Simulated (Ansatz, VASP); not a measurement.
**Sn: VASP beside Ansatz**

```
CELL_PARAMETERS angstrom
5.44636 0.00000 0.00000
-2.72318 4.71669 0.00000
0.00000 0.00000 3.15429
ATOMIC_POSITIONS crystal
Sn 0.00000 0.00000 0.00000
Sn 0.33333 0.66667 0.50000
Sn 0.66667 0.33333 0.50000
```

Alike in both runs: functional r2SCAN; k mesh 6 × 6 × 6; occupations gaussian, width 0.1 eV; no spin polarisation.

Ansatz relaxed the structure, and its values are those at the end. VASP's run is a single point on that final structure, the one shown.

|  | VASP | Ansatz |
| --- | --- | --- |
| version | VASP 6.6.1 | Ansatz 0.2.0 |
| potentials or method | VASP PAW PBE potentials, release 64 (Sn_d), cutoff 520 eV | scalar-relativistic, plane waves, PAW |
| valence electrons in the cell | 42 | 42 |

|  | VASP | Ansatz | Ansatz less VASP |
| --- | --- | --- | --- |
| gap on the k mesh at the Fermi level (eV) | none | none | - |
| pressure (GPa) | 0.2 | 0.2 | +0.01 |

VASP's potentials were made for PBE, not for r2SCAN. A gap of «none» marks a metal or a gap that the smearing closes.
